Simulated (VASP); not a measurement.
Set up this calculation in VASP 6.6.1, as the native input.

```
Task                   : single point
Functional             : LDA
Potentials or basis    : VASP PAW LDA potentials, release 64 (Sc_sv)
Cutoff                 : 500 eV
k mesh                 : 17 × 17 × 17
Occupations            : fermi-dirac, width 0.05 eV
Spin                   : no spin polarisation
Dipole correction      : no
Further INCAR settings : ALGO = Normal; EDIFF = 1e-06; NBANDS = 12
```

The structure of Sc lies in POSCAR:

```
Sc
1.0
    0.0000000000      2.2371318877      2.2371318877
    2.2371318877      0.0000000000      2.2371318877
    2.2371318877      2.2371318877      0.0000000000
Sc
1
Direct
    0.0000000000      0.0000000000      0.0000000000
```

This isn't the form of Sc at room conditions, which is hcp.

One way to write it, as run:

INCAR

```
  PREC = Accurate
  ENCUT = 500
  EDIFF = 1E-6
  ISMEAR = -1
  SIGMA = 0.05
  LREAL = F
  LASPH = T
  NELM = 120
  ALGO = Normal
  ISIF = 2
  LWAVE = F
  LCHARG = F
  GGA = CA
  NBANDS = 12
  GGA_COMPAT = F
```

KPOINTS

```
Automatic mesh
0
Gamma
  17 17 17
```

Potentials or basis: VASP PAW LDA potentials, release 64 (Sc_sv).

Command:

```console
$ cat potpaw_LDA.64/Sc_sv/POTCAR > POTCAR
$ mpirun -np 1 vasp_std > vasp.out
```

It gave:

The pressure is 0.0 GPa and the band gap on the k mesh is zero (an odd number of electrons rules out a gap without spin polarisation).

It took 17 s on 1 thread of AMD EPYC 9R45 96-Core Processor (Zen 5) (shared host), peak memory 0.13 GiB.
